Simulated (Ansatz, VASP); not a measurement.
**Two plane-wave programs on PbSe**

```xyz
2
Lattice="3.7830 0.0000 0.0000 0.0000 3.7830 0.0000 0.0000 0.0000 3.7830" Properties=species:S:1:pos:R:3 pbc="T T T"
Pb    0.0000    0.0000    0.0000
Se    1.8915    1.8915    1.8915
```

Alike in both runs: task single point; functional PBE; k mesh 10 × 10 × 10; occupations gaussian, width 0.05 eV; no spin polarisation.

```csv
,VASP,Ansatz
version,VASP 6.6.1,Ansatz 0.2.0
potentials or method,"VASP PAW PBE potentials, release 64 (Pb_d, Se), cutoff 520 eV","scalar-relativistic, plane waves, PAW"
valence electrons in the cell,20,30
```

|  | VASP | Ansatz | Ansatz less VASP |
| --- | --- | --- | --- |
| gap on the k mesh at the Fermi level (eV) | none | none | - |
| pressure (GPa) | 0.0 | 0.0 | +0.02 |

A gap of «none» marks a metal or a gap that the smearing closes. VASP's potentials hold 20 valence electrons a cell and Ansatz's 30, so a difference there can come from the potentials and not from the codes.

Spin-orbit coupling is off throughout.
